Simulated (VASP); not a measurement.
Crystal: GaN.

```
Ga N
1.0
     0.00000    2.25350    2.25350
     2.25350    0.00000    2.25350
     2.25350    2.25350    0.00000
Ga N
1 1
Direct
  0.00000 0.00000 0.00000
  0.25000 0.25000 0.25000
```

```yaml
Program: VASP 6.6.1
Task: relaxation of cell and atoms
Functional: LDA
Potentials_or_basis: VASP PAW LDA potentials, release 64 (Ga_d, N)
Cutoff: 600 eV
k_mesh: 10 × 10 × 10
Occupations: fermi-dirac, width 0.05 eV
Spin: no spin polarisation
```

At the start: pressure -5.6 GPa; volume 11.44 Å³/atom.

Question: How do energy, volume and symmetry change on relaxing?

Answer: Over 3 steps the energy falls by 6.0 meV/atom and the volume is 11.11 Å³/atom (-2.9 %); space group F-43m (No. 216, to 0.05 Å).

Step by step:
```tsv
step	energy change (eV)	largest force (eV/Å)	pressure (GPa)	volume (Å³)
1	0.0000	0.0000	-5.61	22.89
2	-0.0002	0.0000	6.13	21.59
3	-0.0120	0.0000	-0.03	22.22
```

Final structure:
```
Ga N
1.0
     0.00000    2.23143    2.23143
     2.23143    0.00000    2.23143
     2.23143    2.23143    0.00000
Ga N
1 1
Direct
  0.00000 0.00000 0.00000
  0.25000 0.25000 0.25000
```
